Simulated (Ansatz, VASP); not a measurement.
## CsCl: VASP beside Ansatz

POSCAR

```
CsCl
1.0
    4.1392829126      0.0000000000      0.0000000000
    0.0000000000      4.1392829126      0.0000000000
    0.0000000000      0.0000000000      4.1392829126
Cs Cl
1 1
Direct
    0.0000000000      0.0000000000      0.0000000000
    0.5000000000      0.5000000000      0.5000000000
```

Contents of INCAR.step1:

```
PREC = Accurate
ENCUT = 550
ISMEAR = 0
SIGMA = 0.02
LREAL = False
LASPH = True
NELM = 120
NBANDS = 15
GGA = PE
ALGO = Normal
EDIFF = 1E-5
LWAVE = True
LCHARG = False
GGA_COMPAT = False
```

INCAR.step2

```
PREC = Accurate
ENCUT = 550
EDIFF = 1E-6
ISMEAR = 0
SIGMA = 0.02
LREAL = False
LASPH = True
NELM = 120
ALGO = Normal
ISIF = 2
LWAVE = False
LCHARG = False
METAGGA = R2SCAN
LMIXTAU = True
NBANDS = 15
ISTART = 1
GGA_COMPAT = False
```

Contents of KPOINTS:

```
regular mesh
0
Gamma
  6 6 6
```

Input for Ansatz:

```yaml
crystal:
  lattice:
    - [4.1392829126, 0.0, 0.0]
    - [0.0, 4.1392829126, 0.0]
    - [0.0, 0.0, 4.1392829126]
  atoms:
    - { symbol: Cs, position: [0.0, 0.0, 0.0] }
    - { symbol: Cl, position: [0.5, 0.5, 0.5] }
basis:
  ecutwfc: 500
kpoints:
  mp_grid: { grid: [6, 6, 6] }
  band_path: { path: [VBM, CBM], npoints: 2 }
hamiltonian:
  xc: r2scan
scf:
  occupations: { method: gaussian, width: 0.02 }
output:
  forces: true
  stress: true
  eigenvalues: true
checkpoint:
  read: start.run
  write: ck
  compress: false
  write_wavefunctions: false
  write_every: 100000
```

Alike in both runs: task single point; functional r2SCAN; k mesh 6 × 6 × 6; occupations gaussian, width 0.02 eV; no spin polarisation.

```csv
,VASP,Ansatz
version,VASP 6.6.1,Ansatz 0.2.0
potentials or method,"VASP PAW PBE potentials, release 64 (Cs_sv, Cl), cutoff 550 eV","scalar-relativistic, plane waves, PAW"
valence electrons in the cell,16,16
```

Ansatz gave:

* gap on the k mesh at the Fermi level (eV): 5.91
* least direct gap on the mesh (eV): 5.91
* pressure (GPa): 0.0

Task: Which values does VASP return?

Result: gap on the k mesh at the Fermi level (eV): 5.91; least direct gap on the mesh (eV): 5.91; pressure (GPa): 0.1.

VASP's potentials were made for PBE, not for r2SCAN.

Spin-orbit coupling is off throughout.
